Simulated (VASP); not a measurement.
Crystal: PtS2.

```
CELL_PARAMETERS angstrom
3.36607 0.00000 0.00000
-1.68304 2.91510 0.00000
0.00000 0.00000 7.33467
ATOMIC_POSITIONS crystal
Pt 0.00000 0.00000 0.00000
S 0.33333 0.66667 0.18895
S 0.66667 0.33333 0.81105
```

* Program: VASP 6.6.1
* Task: relaxation of the atoms
* Functional: PBE
* Potentials or basis: VASP PAW PBE potentials, release 64 (Pt, S)
* Cutoff: 520 eV
* k mesh: 12 × 12 × 6
* Occupations: gaussian, width 0.05 eV
* Spin: no spin polarisation

At the start: pressure 4.0 GPa; volume 23.99 Å³/atom.

**Question.** How do energy, volume and symmetry change on relaxing?

**Answer.** Over 3 steps the energy falls by 6.0 meV/atom at a fixed cell; space group P-3m1 (No. 164, to 0.1 Å) before and after.

Step by step:
| step | energy change (eV) | largest force (eV/Å) | pressure (GPa) |
| --- | --- | --- | --- |
| 1 | 0.0000 | 0.4846 | 4.02 |
| 2 | -0.0156 | 0.1772 | 5.62 |
| 3 | -0.0179 | 0.0044 | 6.51 |

Final structure:
```
Pt S
1.0
     3.36607    0.00000    0.00000
    -1.68304    2.91510    0.00000
     0.00000    0.00000    7.33467
Pt S
1 2
Direct
  0.00000 0.00000 0.00000
  0.33333 0.66667 0.18404
  0.66667 0.33333 0.81596
```

Caveat: this functional lacks dispersion, which binds layers or chains, so the pressure and a relaxed spacing across them are unreliable.
